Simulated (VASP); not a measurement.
# Ti (P6/mmm) in VASP: a series of runs

The runs below take Ti through single point, with PBE.

Everything below comes from runs of VASP 6.6.1. Logs are shortened: lines on timing, memory, paths and dates and some standing lists are left out, and cuts for length are marked.

### 1 The cell of the first run

It takes space group P6/mmm (No. 191, hexagonal). The conventional cell has a = 4.625 Å, b = 4.625 Å, c = 2.860 Å, α = 90.00°, β = 90.00°, γ = 120.00°. Ti (site symmetry 6/mmm) has 14 Ti at 2.86 to 3.03 Å within 3.8 Å. Within 3.5 Å of Ti (site symmetry -6m2) lie 11 Ti at 2.67 to 3.03 Å.

This isn't the form of Ti at room conditions, which is hcp.

### 2 Single point, PBE (equal strain along all axes, cell held: +1.0 %)

File INCAR:

```
PREC     = Accurate       # precision mode
ENCUT    = 520            # plane-wave cutoff, eV
EDIFF    = 1E-6           # SCF threshold, eV
ISMEAR   = 0              # smearing method
SIGMA    = 0.1            # smearing width, eV
LREAL    = False          # projectors in reciprocal space
LASPH    = True           # aspherical terms in the spheres
NELM     = 80             # most SCF steps
ALGO     = Fast           # electronic algorithm
ISIF     = 2              # what is computed and relaxed
LWAVE    = False          # write WAVECAR
LCHARG   = False          # write CHGCAR
GGA      = PE             # functional
NBANDS   = 25             # bands
```

File KPOINTS:

```
Automatic mesh
0
Gamma
  12 12 14
```

File POSCAR:

```
Ti
1.0
    4.6253316648      0.0000000000      0.0000000000
   -2.3126658324      4.0056547226      0.0000000000
    0.0000000000      0.0000000000      2.8604943727
Ti
3
Direct
    0.0000000000      0.0000000000      0.0000000000
    0.3333333333      0.6666666667      0.5000000000
    0.6666666667      0.3333333333      0.5000000000
```

Potentials or basis: VASP PAW PBE potentials, release 64 (Ti_sv).

The run is started by

```console
cat potpaw_PBE.64/Ti_sv/POTCAR > POTCAR
mpirun -np 1 vasp_std > vasp.out
```

OUTCAR:

```text
PREC = Accurate
   ENCUT = 520
   EDIFF = 1E-6
   ISMEAR = 0
   LREAL = False
   LASPH = True
   NELM = 80
   ISIF = 2
   GGA = PE

 ion  position               nearest neighbor table
   1  0.000  0.000  0.000-
   2  0.333  0.667  0.500-   3 2.67   3 2.67   3 2.67
   3  0.667  0.333  0.500-   2 2.67   2 2.67   2 2.67

  LATTYP: Found a hexagonal cell.
 ALAT       =     4.6253316648
 C/A-ratio  =     0.6184409206

  Lattice vectors:

 A1 = (   4.6253316648,   0.0000000000,   0.0000000000)
 A2 = (  -2.3126658324,   4.0056547226,   0.0000000000)
 A3 = (   0.0000000000,   0.0000000000,   2.8604943727)

Analysis of symmetry for initial positions (statically):
=====================================================================
 Subroutine PRICEL returns:
 Original cell was already a primitive cell.

 Routine SETGRP: Setting up the symmetry group for a
 hexagonal supercell.

 Subroutine GETGRP returns: Found 24 space group operations
 (whereof 24 operations were pure point group operations)
 out of a pool of 24 trial point group operations.

The static configuration has the point symmetry D_6h.

Analysis of symmetry for dynamics (positions and initial velocities):
=====================================================================
 Subroutine PRICEL returns:
 Original cell was already a primitive cell.

 Routine SETGRP: Setting up the symmetry group for a
 hexagonal supercell.

 Subroutine GETGRP returns: Found 24 space group operations
 (whereof 24 operations were pure point group operations)
 out of a pool of 24 trial point group operations.

The dynamic configuration has the point symmetry D_6h.

 Subroutine INISYM returns: Found 24 space group operations
 (whereof 24 operations are pure point group operations),
 and found     1 'primitive' translations

----------------------------------------------------------------------------------------

                                     Primitive cell

  volume of cell :      52.9978

  direct lattice vectors                    reciprocal lattice vectors
     4.625331665  0.000000000  0.000000000     0.216200712  0.124823539  0.000000000
    -2.312665832  4.005654723  0.000000000     0.000000000  0.249647079  0.000000000
     0.000000000  0.000000000  2.860494373     0.000000000  0.000000000  0.349589920

  length of vectors
[... 81 lines left out ...]
   LASPH  =      T    aspherical Exc in radial PAW
   ENCUT  =  520.0 eV  38.22 Ry    6.18 a.u.   8.60  8.60  5.32*2*pi/ulx,y,z
   NELM   =     80;   NELMIN=  2; NELMDL= -5     # of ELM steps
   EDIFF  = 0.1E-05   stopping-criterion for ELM
   LREAL  =      F    real-space projection
   EDIFFG = 0.1E-04   stopping-criterion for IOM
   NSW    =      0    number of steps for IOM
   IBRION =     -1    ionic relax: 0-MD 1-quasi-New 2-CG
   NFREE  =      0    steps in history (QN), initial steepest desc. (CG)
   ISIF   =      2    stress and relaxation
   ISYM   =      2    0-nonsym 1-usesym 2-fastsym
   POTIM  = 0.5000    time-step for ionic-motion
   TEBEG  =    0.0;   TEEND  =   0.0 temperature during run
   PSTRESS=    0.0 pullay stress
   NELECT =      36.0000    total number of electrons
   NUPDOWN=      -1.0000    fix difference up-down
   EMIN   =  10.00;   EMAX   =-10.00  energy-range for DOS
   EFERMI =   0.00;   METHOD = LEGACY
   ISMEAR =     0;   SIGMA  =   0.10  broadening in eV -4-tet -1-fermi 0-gaus
   EFERMI_NEDOS =   21; number of points for ismear=-14 and -15
   IALGO  =     68    algorithm
   IMIX   =      4    mixing-type and parameters
     AMIX     =   0.40;   BMIX     =  1.00
     AMIX_MAG =   1.60;   BMIX_MAG =  1.00
  volume/ion in A,a.u.               =      17.67       119.22
  Fermi-wavevector in a.u.,A,eV,Ry     =   1.439096  2.719498 28.177638  2.070998
  Thomas-Fermi vector in A             =   2.557990
   LORBIT       =      0    0 simple, 1 ext, 2 COOP (PROOUT), +10 PAW based schemes
   GGA     = PE    functional components
   LHFCALC =     F    Hartree Fock is set to
   AEXX    =    0.0000 exact exchange contribution
   IVDW    =     0    specifies the selected vdW correction
   LEPSILON=     F    determine dielectric tensor
   LRPA    =     F    only Hartree local field effects (RPA)
 non-spin polarized calculation
 RMM-DIIS sequential band-by-band and
 Gauss-broadening in eV      SIGMA  =   0.10
  energy-cutoff  :      520.00
  volume of cell :       53.00
 maximum number of plane-waves:      1450
 NGX is ok and might be reduce to    36
   NGX = 17   NGY = 17   NGZ = 11

 number of electron      35.9999990 magnetization

 Free energy of the ion-electron system (eV)
  ---------------------------------------------------
  ext. energy  EPLUGINS =         0.00000000
  ---------------------------------------------------
  free energy    TOTEN  =       -23.51162417 eV

  energy without entropy =      -23.49806488  energy(sigma->0) =      -23.50484452

 E-fermi :   8.0414     XC(G=0): -11.4178

 val. band max:        8.0382552823   @ k =   0.2500   0.0833   0.0714
 cond. band min:       8.0483483299   @ k =   0.2500   0.0000   0.0714
 fundamental gap:      0.0100930476
 Fermi energy:         8.0414449561

 k-point     1 :       0.0000    0.0000    0.0000
  band No.  band energies     occupation
      1     -48.9099      2.00000
      2     -48.6413      2.00000
      3     -48.4937      2.00000
      4     -25.2126      2.00000
      5     -25.2126      2.00000
      6     -25.0776      2.00000
[... 661 lines left out ...]
     24      10.0327      0.00000
     25      10.8400      0.00000

 [... further k-points ...]

------------------------ aborting loop because EDIFF is reached ----------------------------------------

  FORCE on cell =-STRESS in cart. coord.  units (eV):
  Direction    XX          YY          ZZ          XY          YZ          ZX
  --------------------------------------------------------------------------------------
  -------------------------------------------------------------------------------------
  Total       -1.0958657     -1.0958657     -1.1717790      0.0000000      0.0000000     -0.0000000
  in kB      -33.1291612    -33.1291612    -35.4240988      0.0000000      0.0000000     -0.0000000
  external PRESSURE =     -33.8941404 kB  Pullay stress =       0.0000000 kB

 VOLUME and BASIS-vectors are now :
 -----------------------------------------------------------------------------
  energy-cutoff  :      520.00
  volume of cell :       53.00
      direct lattice vectors                 reciprocal lattice vectors
     4.625331665  0.000000000  0.000000000     0.216200712  0.124823539  0.000000000
    -2.312665832  4.005654723  0.000000000     0.000000000  0.249647079  0.000000000
     0.000000000  0.000000000  2.860494373     0.000000000  0.000000000  0.349589920

 POSITION                                       TOTAL-FORCE (eV/Angst)
 -----------------------------------------------------------------------------------
      0.00000      0.00000      0.00000         0.000000      0.000000      0.000000
     -0.00000      2.67044      1.43025         0.000000     -0.000000     -0.000000
      2.31267      1.33522      1.43025        -0.000000      0.000000      0.000000
 -----------------------------------------------------------------------------------
    total drift:                                0.000000      0.000000     -0.000000

  FREE ENERGIE OF THE ION-ELECTRON SYSTEM (eV)
  ---------------------------------------------------
  free  energy   TOTEN  =       -23.5116241666 eV

  energy  without entropy=      -23.4980648822  energy(sigma->0) =      -23.50484452
```

Run time: 4.4 min. Hardware: 1 thread of Intel Xeon 6975P-C (Granite Rapids), shared host; peak memory 0.28 GiB.

Results:

```
Free energy            : -23.5116 eV
Pressure               : -3.4 GPa
Band gap on the k mesh : zero (bands 18 and 19 overlap by 0.23 eV)
```

Levels at points of the mesh, in eV from the Fermi level:
| k point | band 14 | band 15 | band 16 | band 17 | band 18 | band 19 | band 20 | band 21 | band 22 | band 23 |
| --- | --- | --- | --- | --- | --- | --- | --- | --- | --- | --- |
| (0.00, 0.00, 0.00) | -1.85 | -0.70 | -0.70 | -0.60 | -0.60 | -0.03 | 0.66 | 1.25 | 1.25 | 1.75 |
| (0.50, 0.00, 0.00) | -3.56 | -2.53 | -0.37 | -0.36 | -0.33 | 0.07 | 0.52 | 1.02 | 1.02 | 1.85 |
| (0.00, 0.00, 0.50) | -1.97 | -1.97 | -1.73 | -1.54 | -1.54 | 1.03 | 1.03 | 1.20 | 1.20 | 2.82 |
| (0.50, 0.00, 0.50) | -2.05 | -1.60 | -1.10 | -0.67 | -0.61 | 0.37 | 0.79 | 0.84 | 1.00 | 2.14 |

Caveat: the cell differs from its parent crystal (equal strain along all axes, cell held: +1.0 %); the cell stands under tension.

### 3 Single point, PBE (equal strain along all axes, cell held: +2.0 %)

File INCAR:

```
SYSTEM = Ti
PREC     = Accurate       ! precision mode
ENCUT    = 520            ! plane-wave cutoff, eV
EDIFF    = 1E-6           ! SCF threshold, eV
ISMEAR   = 0              ! smearing method
SIGMA    = 0.1            ! smearing width, eV
LREAL    = .False.        ! projectors in reciprocal space
LASPH    = .True.         ! aspherical terms in the spheres
NELM     = 80             ! most SCF steps
ALGO     = Fast           ! electronic algorithm
ISIF     = 2              ! what is computed and relaxed
LWAVE    = .False.        ! write WAVECAR
LCHARG   = .False.        ! write CHGCAR
GGA      = PE             ! functional
NBANDS   = 25             ! bands
```

File KPOINTS:

```
regular mesh
0
Gamma
  12 12 14
  0 0 0
```

File POSCAR:

```
Ti
1.0
    4.6711270278      0.0000000000      0.0000000000
   -2.3355635139      4.0453146704      0.0000000000
    0.0000000000      0.0000000000      2.8888160991
Ti
3
Direct
    0.0000000000      0.0000000000      0.0000000000
    0.3333333333      0.6666666667      0.5000000000
    0.6666666667      0.3333333333      0.5000000000
```

Potentials or basis: VASP PAW PBE potentials, release 64 (Ti_sv).

The run is started by

```console
cat potpaw_PBE.64/Ti_sv/POTCAR > POTCAR
mpirun -np 1 vasp_std > vasp.out
```

It took 4.6 min on 1 thread of Intel Xeon 6975P-C (Granite Rapids), shared host; peak memory 0.28 GiB.

Results (log left out):

```
Free energy            : -23.4646 eV
Pressure               : -6.2 GPa
Band gap on the k mesh : zero (bands 18 and 19 overlap by 0.22 eV)
```

Stress tensor (GPa, compression positive):
```
-6.06  0.00  0.00
 0.00 -6.06  0.00
 0.00  0.00 -6.43
```

Levels at points of the mesh, in eV from the Fermi level:
```tsv
k point	band 16	band 17	band 18	band 19	band 20	band 21
(0.00, 0.00, 0.00)	-0.69	-0.59	-0.59	-0.04	0.64	1.22
(0.50, 0.00, 0.00)	-0.34	-0.33	-0.31	0.08	0.51	0.94
(0.00, 0.00, 0.50)	-1.73	-1.48	-1.48	1.01	1.01	1.16
(0.50, 0.00, 0.50)	-1.04	-0.66	-0.58	0.37	0.77	0.77
```

Caveat: the cell differs from its parent crystal (equal strain along all axes, cell held: +2.0 %); the cell stands under tension.
